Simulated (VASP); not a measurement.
# Ta (Im-3m) in VASP: relaxation of cell and atoms with PBE

Aim: the relaxation of cell and atoms of Ta with PBE.

Program: VASP 6.6.1. These are calculated values, not measurements. Logs are shortened: lines on timing, memory, paths and dates and some standing lists are left out, and cuts for length are marked.

**1. The cell of the first run**

Symmetry: Im-3m, No. 229, cubic system. The conventional cell has a = 3.319 Å, b = 3.319 Å, c = 3.319 Å, α = 90.00°, β = 90.00°, γ = 90.00°. Ta (site symmetry m-3m) has 14 Ta at 2.87 to 3.32 Å within 3.8 Å.

**2. Relaxation of cell and atoms, PBE**

The input, INCAR:

```
PREC = Accurate ; ENCUT = 600
EDIFF = 1E-6 ; ISMEAR = -1
SIGMA = 0.15 ; LREAL = False
LASPH = True ; NELM = 80
ALGO = Normal ; ISIF = 3
LWAVE = False ; LCHARG = False
GGA = PE ; IBRION = 2
NSW = 80 ; EDIFFG = -0.001
```

The input, KPOINTS:

```
regular mesh
0
Gamma
  16 16 16
```

The input, POSCAR:

```
Ta
1.0
   -1.6595059331      1.6595059331      1.6595059331
    1.6595059331     -1.6595059331      1.6595059331
    1.6595059331      1.6595059331     -1.6595059331
Ta
1
Direct
    0.0000000000      0.0000000000      0.0000000000
```

Potentials or basis: VASP PAW PBE potentials, release 64 (Ta_pv).

Launch:

```
> cat potpaw_PBE.64/Ta_pv/POTCAR > POTCAR
> mpirun -np 1 vasp_std > vasp.out
```

OUTCAR:

```text
PREC = Accurate
   ENCUT = 600
   EDIFF = 1E-6
   ISMEAR = -1
   LREAL = False
   LASPH = True
   NELM = 80
   ISIF = 3
   GGA = PE
   IBRION = 2
   NSW = 80
   EDIFFG = -0.001

 ion  position               nearest neighbor table
   1  0.000  0.000  0.000-

  LATTYP: Found a body centered cubic cell.
 ALAT       =     3.3190118662

  Lattice vectors:

 A1 = (  -1.6595059331,   1.6595059331,   1.6595059331)
 A2 = (   1.6595059331,  -1.6595059331,   1.6595059331)
 A3 = (   1.6595059331,   1.6595059331,  -1.6595059331)

Analysis of symmetry for initial positions (statically):
=====================================================================
 Subroutine PRICEL returns:
 Original cell was already a primitive cell.

 Routine SETGRP: Setting up the symmetry group for a
 body centered cubic supercell.

 Subroutine GETGRP returns: Found 48 space group operations
 (whereof 48 operations were pure point group operations)
 out of a pool of 48 trial point group operations.

The static configuration has the point symmetry O_h .

Analysis of symmetry for dynamics (positions and initial velocities):
=====================================================================
 Subroutine PRICEL returns:
 Original cell was already a primitive cell.

 Routine SETGRP: Setting up the symmetry group for a
 body centered cubic supercell.

 Subroutine GETGRP returns: Found 48 space group operations
 (whereof 48 operations were pure point group operations)
 out of a pool of 48 trial point group operations.

The dynamic configuration has the point symmetry O_h .

 Subroutine INISYM returns: Found 48 space group operations
 (whereof 48 operations are pure point group operations),
 and found     1 'primitive' translations

----------------------------------------------------------------------------------------

                                     Primitive cell

  volume of cell :      18.2809

  direct lattice vectors                    reciprocal lattice vectors
    -1.659505933  1.659505933  1.659505933     0.000000000  0.301294494  0.301294494
     1.659505933 -1.659505933  1.659505933     0.301294494  0.000000000  0.301294494
     1.659505933  1.659505933 -1.659505933     0.301294494  0.301294494  0.000000000

  length of vectors
     2.874348592  2.874348592  2.874348592     0.426094759  0.426094759  0.426094759

[... 101 lines left out ...]
  Thomas-Fermi vector in A             =   2.506825
   LORBIT       =      0    0 simple, 1 ext, 2 COOP (PROOUT), +10 PAW based schemes
   GGA     = PE    functional components
   LHFCALC =     F    Hartree Fock is set to
   AEXX    =    0.0000 exact exchange contribution
   IVDW    =     0    specifies the selected vdW correction
   LEPSILON=     F    determine dielectric tensor
   LRPA    =     F    only Hartree local field effects (RPA)
 conjugate gradient relaxation of ions
 non-spin polarized calculation
  energy-cutoff  :      600.00
  volume of cell :       18.28
 maximum number of plane-waves:       627
   NGX = 11   NGY = 11   NGZ = 11

--------------------------------------- Ionic step        1  -------------------------------------------

 number of electron      11.0000001 magnetization

 Free energy of the ion-electron system (eV)
  ---------------------------------------------------
  ext. energy  EPLUGINS =         0.00000000
  ---------------------------------------------------
  free energy    TOTEN  =       -11.86175016 eV

  energy without entropy =      -11.76423913  energy(sigma->0) =      -11.81299465

------------------------ aborting loop because EDIFF is reached ----------------------------------------

  FORCE on cell =-STRESS in cart. coord.  units (eV):
  Direction    XX          YY          ZZ          XY          YZ          ZX
  --------------------------------------------------------------------------------------
  -------------------------------------------------------------------------------------
  Total        0.0782060      0.0782060      0.0782060     -0.0000000      0.0000000     -0.0000000
  in kB        6.8541592      6.8541592      6.8541592     -0.0000000      0.0000000     -0.0000000
  external PRESSURE =       6.8541592 kB  Pullay stress =       0.0000000 kB
[... 86 lines left out ...]
  FREE ENERGIE OF THE ION-ELECTRON SYSTEM (eV)
  ---------------------------------------------------
  free  energy   TOTEN  =       -11.8618829371 eV

  energy  without entropy=      -11.7641003310  energy(sigma->0) =      -11.81299163

[... ionic steps 4 to 9 ...]

--------------------------------------- Ionic step       10  -------------------------------------------

 number of electron      11.0000000 magnetization

------------------------ aborting loop because EDIFF is reached ----------------------------------------
[... 65 lines left out ...]
--------------------------------------- Ionic step       12  -------------------------------------------

 number of electron      11.0000000 magnetization

 Free energy of the ion-electron system (eV)
  ---------------------------------------------------
  ext. energy  EPLUGINS =         0.00000000
  ---------------------------------------------------
  free energy    TOTEN  =       -11.86188290 eV

  energy without entropy =      -11.76409354  energy(sigma->0) =      -11.81298822

 E-fermi :   5.3671     XC(G=0): -12.5240

 val. band max:        5.3524503803   @ k =  -0.3750   0.5000   0.1875
 cond. band min:       5.3717048879   @ k =  -0.1875   0.2500   0.0625
 fundamental gap:      0.0192545076
 Fermi energy:         5.3671421581

 k-point     1 :       0.0000    0.0000    0.0000
  band No.  band energies     occupation
      1     -27.8030      2.00000
      2     -27.8030      2.00000
      3     -27.8030      2.00000
      4      -2.5069      2.00000
      5       6.0738      0.01783
      6       6.0738      0.01783
      7       6.0738      0.01783
      8       9.2820      0.00000
      9       9.2820      0.00000
[... 265 lines left out ...]
 k-point    24 :       0.2500    0.1875    0.0000
  band No.  band energies     occupation
      1     -28.6724      2.00000
      2     -28.1630      2.00000
      3     -27.8982      2.00000
      4       1.6722      2.00000
      5       4.1217      1.99950
      6       4.7458      1.96872
      7       8.6395      0.00000
      8      10.0946      0.00000
      9      11.9366      0.00000

 [... further k-points ...]
[... 5 lines left out ...]
  --------------------------------------------------------------------------------------
  -------------------------------------------------------------------------------------
  Total        0.0007789      0.0007789      0.0007789     -0.0000000     -0.0000000      0.0000000
  in kB        0.0680273      0.0680273      0.0680273     -0.0000000     -0.0000000      0.0000000
  external PRESSURE =       0.0680273 kB  Pullay stress =       0.0000000 kB
[... 16 lines left out ...]
  FREE ENERGIE OF THE ION-ELECTRON SYSTEM (eV)
  ---------------------------------------------------
  free  energy   TOTEN  =       -11.8618828965 eV

  energy  without entropy=      -11.7640935390  energy(sigma->0) =      -11.81298822

 reached required accuracy - stopping structural energy minimisation
```

OSZICAR:

```text
N       E                     dE             d eps       ncg     rms          rms(c)
DAV:   1     0.505015513197E+02    0.50502E+02   -0.70657E+03  2610   0.130E+03
DAV:   2    -0.115356781619E+02   -0.62037E+02   -0.61175E+02  3350   0.260E+02
DAV:   3    -0.123247809842E+02   -0.78910E+00   -0.76098E+00  2985   0.284E+01
[... 61 lines left out ...]
DAV:   1    -0.118618835431E+02    0.25184E-06   -0.12313E-05  2608   0.521E-02    0.582E-03
DAV:   2    -0.118618830871E+02    0.45593E-06   -0.58716E-07  1308   0.984E-03
  11 F= -.11861883E+02 E0= -.11812989E+02  d E =-.411620E-06
       N       E                     dE             d eps       ncg     rms          rms(c)
DAV:   1    -0.118618829816E+02    0.56151E-06   -0.10666E-06  1305   0.157E-02    0.194E-03
DAV:   2    -0.118618828965E+02    0.85102E-07   -0.99440E-08  1305   0.389E-03
  12 F= -.11861883E+02 E0= -.11812988E+02  d E =-.220939E-06
```

CONTCAR:

```text
Ta
   1.00000000000000
    -1.6614684663702370    1.6614684663702370    1.6614684663702370
     1.6614684663702370   -1.6614684663702370    1.6614684663702370
     1.6614684663702370    1.6614684663702370   -1.6614684663702370
  Ta
     1
Direct
     0.0000000000000000    0.0000000000000000    0.0000000000000000

  0.00000000E+00  0.00000000E+00  0.00000000E+00
```

It took 31 s on 1 thread of Intel Xeon 6975P-C (Granite Rapids), shared host; peak memory 0.16 GiB.

What came out:

| Item | Value |
| --- | --- |
| Free energy | -11.8619 eV |
| Relaxed volume | 18.35 Å³/atom |
| Relaxed cell | a = 2.878 Å, b = 2.878 Å, c = 2.878 Å, α = 109.47°, β = 109.47°, γ = 109.47° |
| Space group after relaxing (to 0.05 Å) | Im-3m (No. 229) |
| Energy gained by relaxing | 0.1 meV/atom |
| Ionic steps | 12 |
| Pressure after relaxing | 0.0 GPa |

The path:
| step | energy change (eV) | largest force (eV/Å) | pressure (GPa) | volume (Å³) |
| --- | --- | --- | --- | --- |
| 1 | 0.0000 | 0.0000 | 0.69 | 18.28 |
| 2 | 0.0006 | 0.0000 | -1.50 | 18.49 |
| 3 | -0.0001 | 0.0000 | 0.01 | 18.34 |
| 4 | -0.0001 | 0.0000 | 0.03 | 18.35 |
| 5 | 0.0000 | 0.0000 | -0.70 | 18.42 |
| 6 | -0.0001 | 0.0000 | -0.04 | 18.35 |
| 7 | -0.0001 | 0.0000 | -0.06 | 18.35 |
| 8 | -0.0001 | 0.0000 | 0.15 | 18.33 |
| 9 | -0.0001 | 0.0000 | 0.04 | 18.34 |
| 10 | -0.0001 | 0.0000 | 0.07 | 18.34 |
| 11 | -0.0001 | 0.0000 | 0.04 | 18.35 |
| 12 | -0.0001 | 0.0000 | 0.01 | 18.35 |

Final structure:
```
CELL_PARAMETERS angstrom
-1.66147 1.66147 1.66147
1.66147 -1.66147 1.66147
1.66147 1.66147 -1.66147
ATOMIC_POSITIONS crystal
Ta 0.00000 0.00000 0.00000
```

Levels at points of the mesh, in eV from the Fermi level:
```csv
k point,band 4,band 5,band 6,band 7,band 8,band 9
"(0.00, 0.00, 0.00)",-7.87,0.71,0.71,0.71,3.91,3.91
"(0.50, 0.00, 0.00)",-4.32,-1.52,1.48,3.79,4.79,7.59
"(0.50, 0.50, 0.50)",-3.72,-3.72,6.66,6.66,6.66,8.46
```

Caveat: spin-orbit coupling is left out, which moves the levels of the heavy elements.
